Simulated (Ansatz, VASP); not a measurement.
**P in VASP and in Ansatz**

File INCAR:

```
ALGO = Normal
EDIFF = 1E-6
ENCUT = 520
GGA = PE
ISIF = 2
ISMEAR = -1
LASPH = T
LCHARG = F
LREAL = F
LWAVE = F
NBANDS = 8
NELM = 100
PREC = Accurate
SIGMA = 0.1
```

File KPOINTS:

```
k-points
0
Gamma
  17 17 17
```

POSCAR

```
P
1.0
   -1.1241760981      1.1241760981      1.1241760981
    1.1241760981     -1.1241760981      1.1241760981
    1.1241760981      1.1241760981     -1.1241760981
P
1
Direct
    0.0000000000      0.0000000000      0.0000000000
```

Input for Ansatz:

```yaml
crystal:
  lattice:
    - [-1.1241760981, 1.1241760981, 1.1241760981]
    - [1.1241760981, -1.1241760981, 1.1241760981]
    - [1.1241760981, 1.1241760981, -1.1241760981]
  atoms:
    - { symbol: P, position: [0.0, 0.0, 0.0] }
kpoints:
  mp_grid: { grid: [17, 17, 17] }
scf:
  occupations: { method: fermi_dirac, width: 0.1 }
hamiltonian:
  xc: pbe
  pseudopotentials: { kind: nc }
output:
  forces: true
  stress: true
  eigenvalues: true
```

Change from the starting cell: volume scaled by 0.4, norm-conserving files.

Alike in both runs: task single point; functional PBE; k mesh 17 × 17 × 17; occupations fermi-dirac, width 0.1 eV; no spin polarisation.

|  | VASP | Ansatz |
| --- | --- | --- |
| version | VASP 6.6.1 | Ansatz 0.2.0 |
| potentials or method | VASP PAW PBE potentials, release 64 (P) | norm-conserving pseudopotentials, scalar-relativistic |
| plane-wave cutoff (eV) | 520 | 599 |
| valence electrons in the cell | 5 | 5 |

|  | VASP | Ansatz | Ansatz less VASP |
| --- | --- | --- | --- |
| pressure (GPa) | 571.7 | 578.7 | +7.03 |

Both programs put the cell under a high pressure, so it lies far from rest at this level. The functional is the same, so the differences come from potentials, cutoffs and numerics.

Noted on VASP's run: the cell as given lies far from equilibrium.
